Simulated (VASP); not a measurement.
# CaSe (Fm-3m) in VASP: further runs

CaSe is run at these levels: PBEsol; tasks: single point, relaxation of cell and atoms.

Program: VASP 6.6.1. These are calculated values, not measurements. Logs are shortened: lines on timing, memory, paths and dates and some standing lists are left out, and cuts for length are marked.

### 1 The cell of the first run

It takes space group Fm-3m (No. 225, cubic). The conventional cell has a = 5.870 Å, b = 5.870 Å, c = 5.870 Å, α = 90.00°, β = 90.00°, γ = 90.00°. Ca (site symmetry m-3m) has 6 Se at 2.93 Å within 3.9 Å. Se (site symmetry m-3m) has 6 Ca at 2.93 Å within 3.9 Å.

### 2 Single point, PBEsol

Input file INCAR:

```
SYSTEM = CaSe
PREC = Accurate
ENCUT = 500
EDIFF = 1E-6
ISMEAR = 0
SIGMA = 0.02
LREAL = .False.
LASPH = .True.
NELM = 120
ALGO = Normal
ISIF = 2
LWAVE = .False.
LCHARG = .False.
GGA = PS
NBANDS = 15
GGA_COMPAT = .False.
```

Input file KPOINTS:

```
Automatic mesh
0
Gamma
  8 8 8
  0 0 0
```

Input file POSCAR:

```
CaSe
1.0
    0.0000000000      2.9349048750      2.9349048750
    2.9349048750      0.0000000000      2.9349048750
    2.9349048750      2.9349048750      0.0000000000
Ca Se
1 1
Direct
    0.0000000000      0.0000000000      0.0000000000
    0.5000000000      0.5000000000      0.5000000000
```

Potentials or basis: VASP PAW PBE potentials, release 64 (Ca_sv, Se).

Started as:

```
cat potpaw_PBE.64/Ca_sv/POTCAR potpaw_PBE.64/Se/POTCAR > POTCAR
mpirun -np 1 vasp_std > vasp.out
```

OUTCAR:

```text
SYSTEM = CaSe
   PREC = Accurate
   ENCUT = 500
   EDIFF = 1E-6
   ISMEAR = 0
   LREAL = .False.
   LASPH = .True.
   NELM = 120
   ISIF = 2
   GGA = PS

 ion  position               nearest neighbor table
   1  0.000  0.000  0.000-   2 2.93   2 2.93   2 2.93   2 2.93   2 2.93   2 2.93
   2  0.500  0.500  0.500-   1 2.93   1 2.93   1 2.93   1 2.93   1 2.93   1 2.93

  LATTYP: Found a face centered cubic cell.
 ALAT       =     5.8698097500

  Lattice vectors:

 A1 = (   0.0000000000,   2.9349048750,   2.9349048750)
 A2 = (   2.9349048750,   0.0000000000,   2.9349048750)
 A3 = (   2.9349048750,   2.9349048750,   0.0000000000)

Analysis of symmetry for initial positions (statically):
=====================================================================
 Subroutine PRICEL returns:
 Original cell was already a primitive cell.

 Routine SETGRP: Setting up the symmetry group for a
 face centered cubic supercell.

 Subroutine GETGRP returns: Found 48 space group operations
 (whereof 48 operations were pure point group operations)
 out of a pool of 48 trial point group operations.

The static configuration has the point symmetry O_h .

Analysis of symmetry for dynamics (positions and initial velocities):
=====================================================================
 Subroutine PRICEL returns:
 Original cell was already a primitive cell.

 Routine SETGRP: Setting up the symmetry group for a
 face centered cubic supercell.

 Subroutine GETGRP returns: Found 48 space group operations
 (whereof 48 operations were pure point group operations)
 out of a pool of 48 trial point group operations.

The dynamic configuration has the point symmetry O_h .

 Subroutine INISYM returns: Found 48 space group operations
 (whereof 48 operations are pure point group operations),
 and found     1 'primitive' translations

----------------------------------------------------------------------------------------

                                     Primitive cell

  volume of cell :      50.5606

  direct lattice vectors                    reciprocal lattice vectors
     0.000000000  2.934904875  2.934904875    -0.170363273  0.170363273  0.170363273
     2.934904875  0.000000000  2.934904875     0.170363273 -0.170363273  0.170363273
     2.934904875  2.934904875  0.000000000     0.170363273  0.170363273 -0.170363273

  length of vectors
     4.150582278  4.150582278  4.150582278     0.295077844  0.295077844  0.295077844

  position of ions in fractional coordinates (direct lattice)
     0.000000000  0.000000000  0.000000000
     0.500000000  0.500000000  0.500000000

  ion indices of the primitive-cell ions
   primitive index   ion index
                 1           1
                 2           2

----------------------------------------------------------------------------------------

 KPOINTS: Automatic mesh

Automatic generation of k-mesh.
 Grid dimensions read from file:
 generate k-points for:    8    8    8

 Generating k-lattice:

  Cartesian coordinates                     Fractional coordinates (reciprocal lattice)
    -0.021295409  0.021295409  0.021295409     0.125000000  0.000000000  0.000000000
     0.021295409 -0.021295409  0.021295409     0.000000000  0.125000000  0.000000000
     0.021295409  0.021295409 -0.021295409     0.000000000  0.000000000  0.125000000

  Length of vectors
     0.036884731  0.036884731  0.036884731

  Shift w.r.t. Gamma in fractional coordinates (k-lattice)
     0.000000000  0.000000000  0.000000000

 Subroutine IBZKPT returns following result:
 ===========================================

 Found     29 irreducible k-points:

 Following reciprocal coordinates:
            Coordinates               Weight
  0.000000  0.000000  0.000000      1.000000
  0.125000  0.000000  0.000000      8.000000
  0.250000  0.000000  0.000000      8.000000
  0.375000  0.000000  0.000000      8.000000
  0.500000  0.000000  0.000000      4.000000
  0.125000  0.125000  0.000000      6.000000
[... 16 lines left out ...]
  0.500000  0.250000  0.125000     48.000000
 -0.375000  0.250000  0.125000     24.000000
 [... further k-points ...]
   k-points           NKPTS =     29   k-points in BZ     NKDIM =     29   number of bands    NBANDS=     15
   number of dos      NEDOS =    301   number of ions     NIONS =      2
   total plane-waves  NPLWV =  27000
   dimension x,y,z NGX =    30 NGY =   30 NGZ =   30
   dimension x,y,z NGXF=    60 NGYF=   60 NGZF=   60
   ions per type =               1   1
   NGX,Y,Z   is equivalent  to a cutoff of  12.02, 12.02, 12.02 a.u.
   NGXF,Y,Z  is equivalent  to a cutoff of  24.03, 24.03, 24.03 a.u.
 SYSTEM =  CaSe
   PREC   = accura    normal or accurate (medium, high low for compatibility)
   ISTART =      0    job   : 0-new  1-cont  2-samecut
   ICHARG =      2    charge: 1-file 2-atom 10-const
   ISPIN  =      1    spin polarized calculation?
   LNONCOLLINEAR =      F non collinear calculations
   LSORBIT =      F    spin-orbit coupling
   LASPH  =      T    aspherical Exc in radial PAW
   ENCUT  =  500.0 eV  36.75 Ry    6.06 a.u.   7.57  7.57  7.57*2*pi/ulx,y,z
   NELM   =    120;   NELMIN=  2; NELMDL= -5     # of ELM steps
   EDIFF  = 0.1E-05   stopping-criterion for ELM
   LREAL  =      F    real-space projection
   EDIFFG = 0.1E-04   stopping-criterion for IOM
   NSW    =      0    number of steps for IOM
   IBRION =     -1    ionic relax: 0-MD 1-quasi-New 2-CG
   NFREE  =      0    steps in history (QN), initial steepest desc. (CG)
   ISIF   =      2    stress and relaxation
   ISYM   =      2    0-nonsym 1-usesym 2-fastsym
   POTIM  = 0.5000    time-step for ionic-motion
   TEBEG  =    0.0;   TEEND  =   0.0 temperature during run
   PSTRESS=    0.0 pullay stress
   NELECT =      16.0000    total number of electrons
   NUPDOWN=      -1.0000    fix difference up-down
   EMIN   =  10.00;   EMAX   =-10.00  energy-range for DOS
   EFERMI =   0.00;   METHOD = LEGACY
   ISMEAR =     0;   SIGMA  =   0.02  broadening in eV -4-tet -1-fermi 0-gaus
   EFERMI_NEDOS =   21; number of points for ismear=-14 and -15
   IALGO  =     38    algorithm
   IMIX   =      4    mixing-type and parameters
     AMIX     =   0.40;   BMIX     =  1.00
     AMIX_MAG =   1.60;   BMIX_MAG =  1.00
  volume/ion in A,a.u.               =      25.28       170.60
  Fermi-wavevector in a.u.,A,eV,Ry     =   1.115606  2.108189 16.933491  1.244576
  Thomas-Fermi vector in A             =   2.252212
   LORBIT       =      0    0 simple, 1 ext, 2 COOP (PROOUT), +10 PAW based schemes
   GGA     = PS    functional components
   LHFCALC =     F    Hartree Fock is set to
   AEXX    =    0.0000 exact exchange contribution
   IVDW    =     0    specifies the selected vdW correction
   LEPSILON=     F    determine dielectric tensor
   LRPA    =     F    only Hartree local field effects (RPA)
 non-spin polarized calculation
 Gauss-broadening in eV      SIGMA  =   0.02
  energy-cutoff  :      500.00
  volume of cell :       50.56
 maximum number of plane-waves:      1304
   NGX = 15   NGY = 15   NGZ = 15

 number of electron      15.9999995 magnetization

 Free energy of the ion-electron system (eV)
  ---------------------------------------------------
  ext. energy  EPLUGINS =         0.00000000
  ---------------------------------------------------
  free energy    TOTEN  =       -10.07374451 eV

  energy without entropy =      -10.07374451  energy(sigma->0) =      -10.07374451

 E-fermi :   2.6358     XC(G=0):  -9.4258

 val. band max:        2.5049630098   @ k =   0.0000   0.0000   0.0000
 cond. band min:       4.3724672803   @ k =   0.5000   0.5000   0.0000
 fundamental gap:      1.8675042705
 Fermi energy:         2.6358303847

 k-point     1 :       0.0000    0.0000    0.0000
  band No.  band energies     occupation
      1     -36.9673      2.00000
      2     -18.0463      2.00000
      3     -18.0463      2.00000
      4     -18.0463      2.00000
      5      -9.4021      2.00000
      6       2.5050      2.00000
      7       2.5050      2.00000
      8       2.5050      2.00000
      9       5.8118      0.00000
     10       6.1415      0.00000
     11       6.1415      0.00000
     12       6.1415      0.00000
     13       6.7664      0.00000
     14       6.7664      0.00000
     15      12.0713      0.00000

 k-point     2 :       0.1250    0.0000    0.0000
  band No.  band energies     occupation
      1     -36.9661      2.00000
      2     -18.0665      2.00000
      3     -18.0477      2.00000
      4     -18.0477      2.00000
      5      -9.3020      2.00000
      6       1.6972      2.00000
      7       2.2482      2.00000
      8       2.2482      2.00000
      9       6.0481      0.00000
     10       6.3643      0.00000
     11       6.3643      0.00000
     12       6.8179      0.00000
     13       7.1939      0.00000
     14       7.1939      0.00000
     15      12.3217      0.00000

 k-point     3 :       0.2500    0.0000    0.0000
  band No.  band energies     occupation
      1     -36.9632      2.00000
      2     -18.1142      2.00000
      3     -18.0508      2.00000
      4     -18.0508      2.00000
      5      -9.0475      2.00000
      6       0.4097      2.00000
      7       1.7609      2.00000
      8       1.7609      2.00000
      9       6.1490      0.00000
     10       6.9065      0.00000
     11       6.9065      0.00000
     12       8.2339      0.00000
     13       8.2339      0.00000
     14       8.2766      0.00000
     15      11.9646      0.00000

 k-point     4 :       0.3750    0.0000    0.0000
  band No.  band energies     occupation
      1     -36.9604      2.00000
      2     -18.1608      2.00000
      3     -18.0539      2.00000
      4     -18.0539      2.00000
      5      -8.7705      2.00000
      6      -0.5618      2.00000
      7       1.3791      2.00000
      8       1.3791      2.00000
      9       6.5187      0.00000
     10       7.6211      0.00000
     11       7.6211      0.00000
     12       8.5190      0.00000
     13       9.3796      0.00000
     14       9.3796      0.00000
     15      11.5752      0.00000
[... 307 lines left out ...]
 k-point    22 :       0.3750    0.2500    0.1250
  band No.  band energies     occupation
      1     -36.9611      2.00000
      2     -18.1210      2.00000
      3     -18.0722      2.00000
      4     -18.0565      2.00000
      5      -8.9201      2.00000
      6       0.0855      2.00000
      7       1.4938      2.00000
      8       1.5515      2.00000
      9       5.8340      0.00000
     10       7.1891      0.00000
     11       7.6840      0.00000
     12       7.7001      0.00000
     13       8.3950      0.00000
     14      10.1469      0.00000
     15      11.2327      0.00000

 k-point    23 :       0.5000    0.2500    0.1250
  band No.  band energies     occupation
      1     -36.9589      2.00000
      2     -18.1443      2.00000
      3     -18.0821      2.00000
      4     -18.0620      2.00000
      5      -8.7436      2.00000
      6      -0.3028      2.00000
      7       0.9963      2.00000
      8       1.2984      2.00000
      9       6.3254      0.00000
     10       7.7336      0.00000
     11       8.0375      0.00000
     12       8.2174      0.00000
     13       8.6612      0.00000
     14      10.3586      0.00000
     15      10.6345      0.00000

 k-point    24 :      -0.3750    0.2500    0.1250
  band No.  band energies     occupation
      1     -36.9579      2.00000
      2     -18.1544      2.00000
      3     -18.0842      2.00000
      4     -18.0657      2.00000
      5      -8.6678      2.00000
      6      -0.4499      2.00000
      7       0.7961      2.00000
      8       1.2049      2.00000
      9       6.9366      0.00000
     10       7.2387      0.00000
     11       8.2754      0.00000
     12       8.5638      0.00000
     13       8.9216      0.00000
     14       9.7825      0.00000
     15      11.2483      0.00000

 [... further k-points ...]

------------------------ aborting loop because EDIFF is reached ----------------------------------------

  FORCE on cell =-STRESS in cart. coord.  units (eV):
  Direction    XX          YY          ZZ          XY          YZ          ZX
  --------------------------------------------------------------------------------------
  -------------------------------------------------------------------------------------
  Total        0.0497674      0.0497674      0.0497674      0.0000000      0.0000000      0.0000000
  in kB        1.5770440      1.5770440      1.5770440      0.0000000      0.0000000      0.0000000
  external PRESSURE =       1.5770440 kB  Pullay stress =       0.0000000 kB

 VOLUME and BASIS-vectors are now :
 -----------------------------------------------------------------------------
  energy-cutoff  :      500.00
  volume of cell :       50.56
      direct lattice vectors                 reciprocal lattice vectors
     0.000000000  2.934904875  2.934904875    -0.170363273  0.170363273  0.170363273
     2.934904875  0.000000000  2.934904875     0.170363273 -0.170363273  0.170363273
     2.934904875  2.934904875  0.000000000     0.170363273  0.170363273 -0.170363273

 POSITION                                       TOTAL-FORCE (eV/Angst)
 -----------------------------------------------------------------------------------
      0.00000      0.00000      0.00000         0.000000     -0.000000     -0.000000
      2.93490      2.93490      2.93490         0.000000      0.000000      0.000000
 -----------------------------------------------------------------------------------
    total drift:                               -0.000000      0.000000      0.000000

  FREE ENERGIE OF THE ION-ELECTRON SYSTEM (eV)
  ---------------------------------------------------
  free  energy   TOTEN  =       -10.0737445148 eV

  energy  without entropy=      -10.0737445148  energy(sigma->0) =      -10.07374451
```

Run time: 18 s. Hardware: 1 thread of Intel Xeon Platinum 8259CL at 2.50GHz (Skylake/Cascade Lake), shared host; peak memory 0.17 GiB.

What came out:

- Free energy: -10.0737 eV
- Pressure: 0.2 GPa
- Band gap on the k mesh: 1.87 eV, indirect (least direct gap 2.84 eV)

Levels at points of the mesh, in eV from the valence-band top:
```
           k point  band 6  band 7  band 8  band 9  band 10  band 11
(0.00, 0.00, 0.00)    0.00    0.00    0.00    3.31     3.64     3.64
(0.50, 0.00, 0.00)   -3.43   -1.26   -1.26    4.42     5.51     5.54
(0.50, 0.50, 0.00)   -2.62   -0.97   -0.97    1.87     5.04     5.07
```

Caveat: the PAW data sets were made with another functional, which shifts forces and pressure a little. A k mesh can miss the band edges.

(Continued in part 2 of 2.)
